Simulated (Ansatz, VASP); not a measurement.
**Ni in VASP and in Ansatz**

The input INCAR:

```
PREC = Accurate ; ENCUT = 600
EDIFF = 1E-7 ; ISMEAR = 0
SIGMA = 0.1 ; LREAL = False
LASPH = True ; NELM = 150
ALGO = Normal ; ISIF = 3
LWAVE = False ; LCHARG = False
ISPIN = 2 ; MAGMOM = 0.83
LORBIT = 11 ; LMAXMIX = 4
GGA = PS ; IBRION = 2
NSW = 100 ; EDIFFG = -0.005
```

File KPOINTS:

```
regular mesh
0
Gamma
  20 20 20
```

File POSCAR:

```
Ni
1.0
    0.0000000000      1.7330509437      1.7330509437
    1.7330509437      0.0000000000      1.7330509437
    1.7330509437      1.7330509437      0.0000000000
Ni
1
Direct
    0.0000000000      0.0000000000      0.0000000000
```

Input for Ansatz:

```yaml
crystal:
  lattice:
    - [0.0, 1.7330509473, 1.7330509473]
    - [1.7330509473, 0.0, 1.7330509473]
    - [1.7330509473, 1.7330509473, 0.0]
  atoms:
    - { symbol: Ni, position: [0.0, 0.0, 0.0], spin: 0.83 }
basis:
  ecutwfc: 420
kpoints:
  mp_grid: { grid: [20, 20, 20] }
hamiltonian:
  xc: pbesol
scf:
  occupations: { method: gaussian, width: 0.1 }
output:
  forces: true
  stress: true
  eigenvalues: true
  populations: true
  write_density: true
  write_potential: true
  elf: true
  volumetric_format: npy
magnetization:
  spin_polarized: true
relax:
  adjacent_minimum: "off"
  f_tol: 0.005
  max_steps: 80
  cell: { stress_tol: 0.05 }
```

Alike in both runs: task relaxation of cell and atoms; functional PBEsol; k mesh 20 × 20 × 20; occupations gaussian, width 0.1 eV; collinear spin.

|  | VASP | Ansatz |
| --- | --- | --- |
| version | VASP 6.6.1 | Ansatz 0.2.0 |
| potentials or method | VASP PAW PBE potentials, release 64 (Ni), cutoff 600 eV | scalar-relativistic, plane waves, PAW |
| valence electrons in the cell | 10 | 18 |

|  | VASP | Ansatz | Ansatz less VASP |
| --- | --- | --- | --- |
| gap on the k mesh at the Fermi level, each at its own relaxed structure (eV) | none | none | - |
| net moment per atom (μB) | 0.62 | 0.63 | +0.010 |
| size of the moment on the site where the two differ most (μB) | 0.63 | 0.67 | +0.039 |
| relaxed volume (Å³/atom) | 10.38 | 10.38 | +0.008 |
| relaxed cell length with the largest relative difference (Å) | 2.448 | 2.449 | +0.0006 |

VASP's potentials were made for PBE, not for PBEsol. Site moments also hang on the region over which each program counts them. A gap of «none» marks a metal or a gap that the smearing closes. VASP's potentials hold 10 valence electrons a cell and Ansatz's 18, so a difference there can come from the potentials and not from the codes.
